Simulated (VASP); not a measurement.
Write the native input for VASP 6.6.1 that does the following.

```yaml
Task: single point
Functional: PBE
Potentials_or_basis: VASP PAW PBE potentials, release 64 (Zn, S)
Cutoff: 520 eV
k_mesh: 10 × 10 × 10
Occupations: gaussian, width 0.05 eV
Spin: no spin polarisation
Dipole_correction: no
Further_INCAR_settings: ALGO = Normal; EDIFF = 1e-06; NBANDS = 16
```

The structure of ZnS lies in POSCAR:

```
ZnS
1.0
    0.0000000000      2.4882780000      2.4882780000
    2.4882780000      0.0000000000      2.4882780000
    2.4882780000      2.4882780000      0.0000000000
Zn S
1 1
Direct
    0.0000000000      0.0000000000      0.0000000000
    0.7500000000      0.7500000000      0.7500000000
```

This cell differs from its parent crystal: strain -0.080 along x and y, -0.080 along z.

These files were run (other wordings do the same):

INCAR

```
SYSTEM = ZnS
ALGO = Normal
EDIFF = 1E-6
ENCUT = 520
GGA = PE
ISIF = 2
ISMEAR = 0
LASPH = .TRUE.
LCHARG = .FALSE.
LREAL = .FALSE.
LWAVE = .FALSE.
NBANDS = 16
NELM = 100
PREC = Accurate
SIGMA = 0.05
```

KPOINTS

```
k-points
0
G
  10 10 10
  0 0 0
```

Potentials or basis: VASP PAW PBE potentials, release 64 (Zn, S).

Launch:

```sh
$ cat potpaw_PBE.64/Zn/POTCAR potpaw_PBE.64/S/POTCAR > POTCAR
$ mpirun -np 1 vasp_std > vasp.out
```

Results of the run:

```json
{
  "Pressure": "34.3 GPa",
  "Band gap on the k mesh": "2.73 eV, indirect (least direct gap 3.27 eV)"
}
```

Caveat: the cell differs from its parent crystal (strain -0.080 along x and y, -0.080 along z).

Wall time 27 s on 1 thread of Intel Xeon 6975P-C, with other jobs on the host, peak memory 0.16 GiB.
